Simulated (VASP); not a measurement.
Wanted: the native input for a VASP 6.6.1 run.

* Task: relaxation of cell and atoms
* Functional: PBE
* Potentials or basis: VASP PAW PBE potentials, release 64 (Zr_sv, N)
* Cutoff: 600 eV
* k mesh: 16 × 16 × 16
* Occupations: fermi-dirac, width 0.15 eV
* Spin: no spin polarisation
* Target pressure: 16 GPa
* Dipole correction: no
* Further INCAR settings: ALGO = Normal; EDIFF = 1e-07; IBRION = 2; EDIFFG = -0.001; NSW = 80; ISIF = 3

The structure of ZrN lies in POSCAR:

```
ZrN
1.0
    0.0000000000      2.2978528912      2.2978528912
    2.2978528912      0.0000000000      2.2978528912
    2.2978528912      2.2978528912      0.0000000000
Zr N
1 1
Direct
    0.0000000000      0.0000000000      0.0000000000
    0.5000000000      0.5000000000      0.5000000000
```

These files were run (other wordings do the same):

INCAR

```
  ALGO = Normal
  EDIFF = 1E-7
  EDIFFG = -0.001
  ENCUT = 600
  GGA = PE
  GGA_COMPAT = False
  IBRION = 2
  ISIF = 3
  ISMEAR = -1
  LASPH = True
  LCHARG = False
  LREAL = False
  LWAVE = False
  NELM = 120
  NELMIN = 4
  NSW = 80
  PREC = Accurate
  PSTRESS = 160.0
  SIGMA = 0.15
```

KPOINTS

```
k-points
0
Gamma
  16 16 16
```

Potentials or basis: VASP PAW PBE potentials, release 64 (Zr_sv, N).

Command:

```bash
$ cat potpaw_PBE.64/Zr_sv/POTCAR potpaw_PBE.64/N/POTCAR > POTCAR
$ mpirun -np 1 vasp_std > vasp.out
```

Results of the run:

```json
{
  "Relaxed volume": "11.47 Å³/atom",
  "Relaxed cell": "a = 3.189 Å, b = 3.189 Å, c = 3.189 Å, α = 60.00°, β = 60.00°, γ = 60.00°",
  "Space group after relaxing (to 0.05 Å)": "Fm-3m (No. 225)",
  "Energy change on relaxing (the enthalpy is what falls)": "+31.9 meV/atom",
  "Ionic steps": "7",
  "Pressure after relaxing": "16.0 GPa"
}
```

Caveat: the cell is relaxed towards a set pressure, so the enthalpy falls and the energy may rise.

Run time: 5.3 min on 1 thread of AMD EPYC 7R43 64-Core Processor (Zen 3), with other jobs on the host, peak memory 0.18 GiB.
